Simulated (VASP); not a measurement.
CaO: single point with PBE

CaO:

```
Ca O
1.0
     0.00000    2.39755    2.39755
     2.39755    0.00000    2.39755
     2.39755    2.39755    0.00000
Ca O
1 1
Direct
  0.00000 0.00000 0.00000
  0.50000 0.50000 0.50000
```

* Program: VASP 6.6.1
* Task: single point
* Functional: PBE
* Potentials or basis: VASP PAW PBE potentials, release 64 (Ca_sv, O)
* Cutoff: 520 eV
* k mesh: 6 × 6 × 6
* Occupations: methfessel-paxton, width 0.001 eV
* Spin: no spin polarisation

* Pressure: 3.1 GPa
* Band gap on the k mesh: 3.63 eV, indirect (least direct gap 4.01 eV)

Levels at points of the mesh, in eV from the valence-band top:
| k point | band 6 | band 7 | band 8 | band 9 | band 10 | band 11 |
| --- | --- | --- | --- | --- | --- | --- |
| (0.00, 0.00, 0.00) | 0.00 | 0.00 | 0.00 | 4.77 | 6.24 | 6.24 |
| (0.50, 0.00, 0.00) | -2.66 | -1.22 | -1.22 | 7.08 | 8.39 | 8.39 |
| (0.50, 0.50, 0.00) | -1.30 | -0.37 | -0.37 | 3.63 | 8.10 | 8.93 |

Run time: 7.8 s on 1 thread of Intel(R) Xeon(R) Platinum 8488C (Sapphire Rapids), on a shared host, peak memory 0.15 GiB.

A k mesh can miss the band edges. As with any semilocal functional, this PBE gap is likely too small.
